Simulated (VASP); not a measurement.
The system is Li2S.

```xyz
3
Lattice="0.0000 2.8540 2.8540 2.8540 0.0000 2.8540 2.8540 2.8540 0.0000" Properties=species:S:1:pos:R:3 pbc="T T T"
Li    1.4270    1.4270    1.4270
Li    4.2810    4.2810    4.2810
S     0.0000    0.0000    0.0000
```

Base run:

- Program: VASP 6.6.1
- Functional: revPBE
- Dispersion: D3(BJ)
- Potentials or basis: VASP PAW PBE potentials, release 64 (Li_sv, S)
- Cutoff: 750 eV
- k mesh: 8 × 8 × 8
- Occupations: gaussian, width 0.05 eV
- Spin: no spin polarisation

Its results: band gap on the k mesh 3.51 eV (least direct gap 4.38 eV); pressure -4.6 GPa.

Problem. After a change of settings the same cell gave: band gap on the k mesh 3.22 eV (least direct gap 4.07 eV); pressure -3.5 GPa. Which change was it?
A. functional from revPBE to PBEsol
B. functional from revPBE to PBE; dispersion from D3(BJ) to none
C. functional from revPBE to BLYP; dispersion from D3(BJ) to none
D. functional from revPBE to PBEsol; dispersion from D3(BJ) to none

Solution. A.

Caveats: the cell stands under tension; the PAW data sets were made with another functional, which shifts forces and pressure a little.
